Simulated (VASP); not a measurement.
Set up this calculation in VASP 6.6.1, as the native input.

```yaml
Task: single point
Functional: PBE
Potentials_or_basis: VASP PAW PBE potentials, release 64 (P)
Cutoff: 520 eV
k_mesh: 10 × 10 × 10
Occupations: gaussian, width 0.1 eV
Spin: no spin polarisation
Dipole_correction: no
Further_INCAR_settings: ALGO = Normal; EDIFF = 1e-06; NBANDS = 8
```

The structure of P lies in POSCAR:

```
P
1.0
   -1.1565459531      1.1565459531      3.9506593274
    1.1565459531     -1.1565459531      3.9506593274
    1.1565459531      1.1565459531     -3.9506593274
P
1
Direct
    0.0000000000      0.0000000000      0.0000000000
```

These files were run (other wordings do the same):

INCAR

```
ALGO = Normal ; EDIFF = 1E-6
ENCUT = 520 ; GGA = PE
ISIF = 2 ; ISMEAR = 0
LASPH = True ; LCHARG = False
LREAL = False ; LWAVE = False
NBANDS = 8 ; NELM = 60
PREC = Accurate ; SIGMA = 0.1
```

KPOINTS

```
k-points
0
Gamma
  10 10 10
```

Potentials or basis: VASP PAW PBE potentials, release 64 (P).

Command:

```sh
$ cat potpaw_PBE.64/P/POTCAR > POTCAR
$ mpirun -np 1 vasp_std > vasp.out
```

Results of the run:

```json
{
  "Pressure": "0.0 GPa"
}
```

Caveat: the k points lie up to 0.38 Å⁻¹ apart.

It took 46 s on 1 thread of Oxide Virtual Turin-like Processor, on a shared host, peak memory 0.13 GiB.
